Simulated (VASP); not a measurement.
# BN (P6_3/mmc) in VASP: a series of runs, part 2 of 2

VASP 6.6.1. The steps go on from the part before.

## Step 5: Single point, PBE+D3(BJ) (volume scaled by 1.10, then relaxed in part)

The input, INCAR:

```
ALGO = Normal
EDIFF = 1E-6
ENCUT = 520
GGA = PE
ISIF = 2
ISMEAR = 0
IVDW = 12
LASPH = True
LCHARG = False
LREAL = False
LWAVE = False
NBANDS = 16
NELM = 100
PREC = Accurate
SIGMA = 0.02
```

The input, KPOINTS:

```
k-points
0
Gamma
  12 12 4
```

The input, POSCAR:

```
BN
1.0
    2.5107952691      0.0000000000      0.0000000000
   -1.2553976346      2.1744124867      0.0000000000
    0.0000000000      0.0000000000      7.2502332316
B N
2 2
Direct
    0.3333333333      0.6666666667      0.2500000000
    0.6666666667      0.3333333333      0.7500000000
    0.3333333333      0.6666666667      0.7500000000
    0.6666666667      0.3333333333      0.2500000000
```

Potentials or basis: VASP PAW PBE potentials, release 64 (B, N).

The run is started by

```bash
$ cat potpaw_PBE.64/B/POTCAR potpaw_PBE.64/N/POTCAR > POTCAR
$ mpirun -np 1 vasp_std > vasp.out
```

OUTCAR:

```text
EDIFF = 1E-6
   ENCUT = 520
   GGA = PE
   ISIF = 2
   ISMEAR = 0
   IVDW = 12
   LASPH = True
   LREAL = False
   NELM = 100
   PREC = Accurate
 IVDW          = 12

 ion  position               nearest neighbor table
   1  0.333  0.667  0.250-   4 1.45   4 1.45   4 1.45
   2  0.667  0.333  0.750-   3 1.45   3 1.45   3 1.45
   3  0.333  0.667  0.750-   2 1.45   2 1.45   2 1.45
   4  0.667  0.333  0.250-   1 1.45   1 1.45   1 1.45

  LATTYP: Found a hexagonal cell.
 ALAT       =     2.5107952691
 C/A-ratio  =     2.8876242204

  Lattice vectors:

 A1 = (   2.5107952691,   0.0000000000,   0.0000000000)
 A2 = (  -1.2553976346,   2.1744124867,   0.0000000000)
 A3 = (   0.0000000000,   0.0000000000,   7.2502332316)

Analysis of symmetry for initial positions (statically):
=====================================================================
 Subroutine PRICEL returns:
 Original cell was already a primitive cell.

 Routine SETGRP: Setting up the symmetry group for a
 hexagonal supercell.

 Subroutine GETGRP returns: Found 24 space group operations
 (whereof 12 operations were pure point group operations)
 out of a pool of 24 trial point group operations.

The static configuration has the point symmetry D_3d.
 The point group associated with its full space group is D_6h.

Analysis of symmetry for dynamics (positions and initial velocities):
=====================================================================
 Subroutine PRICEL returns:
 Original cell was already a primitive cell.

 Routine SETGRP: Setting up the symmetry group for a
 hexagonal supercell.

 Subroutine GETGRP returns: Found 24 space group operations
 (whereof 12 operations were pure point group operations)
 out of a pool of 24 trial point group operations.

The dynamic configuration has the point symmetry D_3d.
 The point group associated with its full space group is D_6h.

 Subroutine INISYM returns: Found 24 space group operations
 (whereof 12 operations are pure point group operations),
 and found     1 'primitive' translations

----------------------------------------------------------------------------------------

                                     Primitive cell

  volume of cell :      39.5827

  direct lattice vectors                    reciprocal lattice vectors
     2.510795269  0.000000000  0.000000000     0.398280183  0.229947171  0.000000000
    -1.255397635  2.174412487  0.000000000     0.000000000  0.459894342  0.000000000
     0.000000000  0.000000000  7.250233232     0.000000000  0.000000000  0.137926597

  length of vectors
     2.510795269  2.510795269  7.250233232     0.459894342  0.459894342  0.137926597

  position of ions in fractional coordinates (direct lattice)
     0.333333333  0.666666667  0.250000000
     0.666666667  0.333333333  0.750000000
     0.333333333  0.666666667  0.750000000
     0.666666667  0.333333333  0.250000000

  ion indices of the primitive-cell ions
   primitive index   ion index
                 1           1
                 2           2
                 3           3
                 4           4

----------------------------------------------------------------------------------------

 KPOINTS: k-points

Automatic generation of k-mesh.
 Grid dimensions read from file:
[... 24 lines left out ...]
  0.166667 -0.000000  0.000000      6.000000
  0.250000  0.000000  0.000000      6.000000
  0.333333 -0.000000  0.000000      6.000000
  0.416667 -0.000000  0.000000      6.000000
[... 16 lines left out ...]
  0.250000  0.000000  0.250000     12.000000
  0.333333 -0.000000  0.250000     12.000000
 [... further k-points ...]
   k-points           NKPTS =     57   k-points in BZ     NKDIM =     57   number of bands    NBANDS=     16
   number of dos      NEDOS =    301   number of ions     NIONS =      4
   total plane-waves  NPLWV =  21600
   dimension x,y,z NGX =    20 NGY =   20 NGZ =   54
   dimension x,y,z NGXF=    40 NGYF=   40 NGZF=  108
   ions per type =               2   2
   NGX,Y,Z   is equivalent  to a cutoff of  13.24, 13.24, 12.38 a.u.
   NGXF,Y,Z  is equivalent  to a cutoff of  26.48, 26.48, 24.76 a.u.
 SYSTEM =  unknown system
   PREC   = accura    normal or accurate (medium, high low for compatibility)
   ISTART =      0    job   : 0-new  1-cont  2-samecut
   ICHARG =      2    charge: 1-file 2-atom 10-const
   ISPIN  =      1    spin polarized calculation?
   LNONCOLLINEAR =      F non collinear calculations
   LSORBIT =      F    spin-orbit coupling
   LASPH  =      T    aspherical Exc in radial PAW
   ENCUT  =  520.0 eV  38.22 Ry    6.18 a.u.   4.67  4.67 13.48*2*pi/ulx,y,z
   NELM   =    100;   NELMIN=  2; NELMDL= -5     # of ELM steps
   EDIFF  = 0.1E-05   stopping-criterion for ELM
   LREAL  =      F    real-space projection
   EDIFFG = 0.1E-04   stopping-criterion for IOM
   NSW    =      0    number of steps for IOM
   IBRION =     -1    ionic relax: 0-MD 1-quasi-New 2-CG
   NFREE  =      0    steps in history (QN), initial steepest desc. (CG)
   ISIF   =      2    stress and relaxation
   ISYM   =      2    0-nonsym 1-usesym 2-fastsym
   POTIM  = 0.5000    time-step for ionic-motion
   TEBEG  =    0.0;   TEEND  =   0.0 temperature during run
   PSTRESS=    0.0 pullay stress
   NELECT =      16.0000    total number of electrons
   NUPDOWN=      -1.0000    fix difference up-down
   EMIN   =  10.00;   EMAX   =-10.00  energy-range for DOS
   EFERMI =   0.00;   METHOD = LEGACY
   ISMEAR =     0;   SIGMA  =   0.02  broadening in eV -4-tet -1-fermi 0-gaus
   EFERMI_NEDOS =   21; number of points for ismear=-14 and -15
   IALGO  =     38    algorithm
   IMIX   =      4    mixing-type and parameters
     AMIX     =   0.40;   BMIX     =  1.00
     AMIX_MAG =   1.60;   BMIX_MAG =  1.00
  volume/ion in A,a.u.               =       9.90        66.78
  Fermi-wavevector in a.u.,A,eV,Ry     =   1.210449  2.287417 19.935070  1.465186
  Thomas-Fermi vector in A             =   2.345995
   LORBIT       =      0    0 simple, 1 ext, 2 COOP (PROOUT), +10 PAW based schemes
   GGA     = PE    functional components
   LHFCALC =     F    Hartree Fock is set to
   AEXX    =    0.0000 exact exchange contribution
   IVDW    =    12    specifies the selected vdW correction
   LEPSILON=     F    determine dielectric tensor
   LRPA    =     F    only Hartree local field effects (RPA)
 non-spin polarized calculation
 Gauss-broadening in eV      SIGMA  =   0.02
  energy-cutoff  :      520.00
  volume of cell :       39.58
 maximum number of plane-waves:      1095
 NGX is ok and might be reduce to    20
   NGX =  9   NGY =  9   NGZ = 27

 number of electron      15.9999999 magnetization

 Free energy of the ion-electron system (eV)
  ---------------------------------------------------
  ext. energy  EPLUGINS =         0.00000000
  ---------------------------------------------------
  free energy    TOTEN  =       -35.19313955 eV

  energy without entropy =      -35.19313955  energy(sigma->0) =      -35.19313955

 E-fermi :   1.7201     XC(G=0):  -9.4748

 val. band max:        1.5679825372   @ k =   0.3333   0.3333   0.5000
 cond. band min:       5.9625896694   @ k =   0.5000   0.0000   0.0000
 fundamental gap:      4.3946071322
 Fermi energy:         1.7201487212

 k-point     1 :       0.0000    0.0000    0.0000
  band No.  band energies     occupation
      1     -16.1167      2.00000
      2     -15.9708      2.00000
      3      -4.2741      2.00000
      4      -2.9119      2.00000
      5       0.2252      2.00000
      6       0.2252      2.00000
[... 433 lines left out ...]
      3      -5.2920      2.00000
      4      -5.2686      2.00000
      5      -2.0027      2.00000
      6      -1.9843      2.00000
[... 8 lines left out ...]
     15      17.8331      0.00000
     16      19.7314      0.00000

 [... further k-points ...]

------------------------ aborting loop because EDIFF is reached ----------------------------------------

 Edisp (eV)   -0.50424

 E8    (eV) :    -0.1461

  FORCE on cell =-STRESS in cart. coord.  units (eV):
  Direction    XX          YY          ZZ          XY          YZ          ZX
  --------------------------------------------------------------------------------------
  -------------------------------------------------------------------------------------
  Total      -0.33247    -0.33247    -0.40437     0.00000     0.00000     0.00000
  in kB     -13.45733   -13.45733   -16.36746     0.00000     0.00000     0.00000
  external pressure =      -14.43 kB  Pullay stress =        0.00 kB

 VOLUME and BASIS-vectors are now :
 -----------------------------------------------------------------------------
  energy-cutoff  :      520.00
  volume of cell :       39.58
      direct lattice vectors                 reciprocal lattice vectors
     2.510795269  0.000000000  0.000000000     0.398280183  0.229947171  0.000000000
    -1.255397635  2.174412487  0.000000000     0.000000000  0.459894342  0.000000000
     0.000000000  0.000000000  7.250233232     0.000000000  0.000000000  0.137926597

 POSITION                                       TOTAL-FORCE (eV/Angst)
 -----------------------------------------------------------------------------------
     -0.00000      1.44961      1.81256         0.000000     -0.000000      0.000000
      1.25540      0.72480      5.43767        -0.000000      0.000000      0.000000
     -0.00000      1.44961      5.43767         0.000000     -0.000000      0.000000
      1.25540      0.72480      1.81256        -0.000000      0.000000      0.000000
 -----------------------------------------------------------------------------------
    total drift:                               -0.000000      0.000000      0.000000

  FREE ENERGIE OF THE ION-ELECTRON SYSTEM (eV)
  ---------------------------------------------------
  free  energy   TOTEN  =       -35.6973765137 eV

  energy  without entropy=      -35.6973765137  energy(sigma->0) =      -35.69737651
```

OSZICAR:

```text
N       E                     dE             d eps       ncg     rms          rms(c)
DAV:   1     0.511029860933E+02    0.51103E+02   -0.77605E+03  1840   0.909E+02
DAV:   2    -0.354043066539E+02   -0.86507E+02   -0.79156E+02  2456   0.221E+02
DAV:   3    -0.387796529366E+02   -0.33753E+01   -0.33655E+01  2464   0.437E+01
DAV:   4    -0.388053103353E+02   -0.25657E-01   -0.25654E-01  2264   0.418E+00
DAV:   5    -0.388055984971E+02   -0.28816E-03   -0.28816E-03  2408   0.420E-01    0.112E+01
DAV:   6    -0.355673873580E+02    0.32382E+01   -0.53961E+00  2384   0.175E+01    0.503E+00
DAV:   7    -0.352793432096E+02    0.28804E+00   -0.57256E-01  2400   0.539E+00    0.315E+00
DAV:   8    -0.351962112668E+02    0.83132E-01   -0.25992E-01  2376   0.334E+00    0.486E-01
DAV:   9    -0.351917073963E+02    0.45039E-02   -0.16667E-02  2072   0.102E+00    0.196E-01
DAV:  10    -0.351929802461E+02   -0.12728E-02   -0.15704E-03  2080   0.299E-01    0.370E-02
DAV:  11    -0.351931240256E+02   -0.14378E-03   -0.12774E-04  2240   0.892E-02    0.275E-02
DAV:  12    -0.351931393509E+02   -0.15325E-04   -0.37103E-05  1984   0.417E-02    0.331E-03
DAV:  13    -0.351931395523E+02   -0.20146E-06   -0.10212E-06  2072   0.790E-03
   1 F= -.35697377E+02 E0= -.35697377E+02  d E =-.568043E-29
```

Wall time 18 s (1 thread of Intel Xeon Platinum 8559C (Emerald Rapids), shared host); peak memory 0.18 GiB.

Results:

* Free energy: -35.6974 eV
* Pressure: -1.4 GPa
* Band gap on the k mesh: 4.39 eV, indirect (least direct gap 4.64 eV)
* Dispersion energy per atom: -0.126 eV

Stress tensor (GPa, compression positive):
```
-1.35  0.00  0.00
 0.00 -1.35  0.00
 0.00  0.00 -1.64
```

Caveat: the cell differs from its parent crystal (volume scaled by 1.10, then relaxed in part). A k mesh can miss the band edges.

## Step 6: Relaxation of shape and atoms at fixed volume, PBE+D3(BJ) (volume scaled by 0.88)

The input, INCAR:

```
  ALGO = Normal
  EDIFF = 1E-6
  EDIFFG = -0.01
  ENCUT = 600
  GGA = PE
  IBRION = 2
  ISIF = 4
  ISMEAR = 0
  IVDW = 12
  LASPH = True
  LCHARG = False
  LREAL = False
  LWAVE = False
  NELM = 100
  NSW = 50
  PREC = Accurate
  SIGMA = 0.02
```

KPOINTS is that of step 5.

The input, POSCAR:

```
BN
1.0
    2.4697584744      0.0000000000      0.0000000000
   -1.2348792372      2.1388735801      0.0000000000
    0.0000000000      0.0000000000      5.9945363672
B N
2 2
Direct
    0.3333333333      0.6666666667      0.2500000000
    0.6666666667      0.3333333333      0.7500000000
    0.3333333333      0.6666666667      0.7500000000
    0.6666666667      0.3333333333      0.2500000000
```

Potentials or basis: VASP PAW PBE potentials, release 64 (B, N).

The run is started by

```bash
$ cat potpaw_PBE.64/B/POTCAR potpaw_PBE.64/N/POTCAR > POTCAR
$ mpirun -np 1 vasp_std > vasp.out
```

It took 24 s on 1 thread of Intel Xeon Platinum 8559C (Emerald Rapids), shared host; peak memory 0.17 GiB.

It converged, with:

```yaml
Free_energy: -35.6509 eV
Energy_gained_by_relaxing: 6.5 meV/atom
Ionic_steps: 3
Pressure_after_relaxing: 6.2 GPa
Band_gap_on_the_k_mesh: 4.10 eV, indirect (least direct gap 4.35 eV)
Dispersion_energy_per_atom: -0.164 eV
```

The path:
| step | energy change (eV) | largest force (eV/Å) | pressure (GPa) | volume (Å³) |
| --- | --- | --- | --- | --- |
| 1 | 0.0000 | 0.0000 | 14.01 | 31.67 |
| 2 | -0.0256 | 0.0000 | 5.22 | 31.67 |
| 3 | -0.0261 | 0.0000 | 6.21 | 31.67 |

Final structure:
```
CELL_PARAMETERS angstrom
2.49377 0.00000 0.00000
-1.24688 2.15967 0.00000
0.00000 0.00000 5.87966
ATOMIC_POSITIONS crystal
B 0.33333 0.66667 0.25000
B 0.66667 0.33333 0.75000
N 0.33333 0.66667 0.75000
N 0.66667 0.33333 0.25000
```

Levels at points of the mesh, in eV from the valence-band top:
```
           k point  band 5  band 6  band 7  band 8  band 9  band 10  band 11  band 12
(0.00, 0.00, 0.00)   -1.44   -1.44   -1.32   -1.32    6.17    11.45    11.45    11.67
(0.50, 0.00, 0.00)   -4.31   -4.12   -2.05   -0.25    4.10     6.29     9.75     9.81
(0.00, 0.00, 0.50)   -1.38   -1.38   -1.38   -1.38    9.19     9.19    11.60    11.60
(0.50, 0.00, 0.50)   -4.22   -4.22   -1.04   -1.04    4.65     4.65    10.04    10.04
```

Caveat: the cell differs from its parent crystal (volume scaled by 0.88).

## Step 7: The runs side by side

| task | cell | cutoff (eV) | gap on the mesh (eV) | pressure (GPa) |
| --- | --- | --- | --- | --- |
| single point | a = 2.498, b = 2.498, c = 6.636 Å, angles 90.0, 90.0, 120.0°, 4 atoms | 520 | 4.29 | 2.4 |
| single point | a = 2.508, b = 2.508, c = 6.803 Å, angles 90.0, 90.0, 120.0°, 4 atoms | 520 | 4.30 | -0.6 |
| single point | a = 2.510, b = 2.510, c = 6.993 Å, angles 90.0, 90.0, 120.0°, 4 atoms | 520 | 4.34 | -1.1 |
| single point | a = 2.511, b = 2.511, c = 7.250 Å, angles 90.0, 90.0, 120.0°, 4 atoms | 520 | 4.39 | -1.4 |
| relaxation of shape and atoms at fixed volume | relaxed from a = 2.470, b = 2.470, c = 5.995 Å, angles 90.0, 90.0, 120.0°, 4 atoms | 600 | 4.10 | 6.2 |

Alike in all rows: level PBE+D3(BJ); potentials or basis VASP PAW PBE potentials, release 64 (B, N); no spin polarisation; k mesh 12 × 12 × 4; smearing gaussian 0.02 eV.

Total energies depend on the potentials used, so only differences within one code and one set of settings carry meaning.
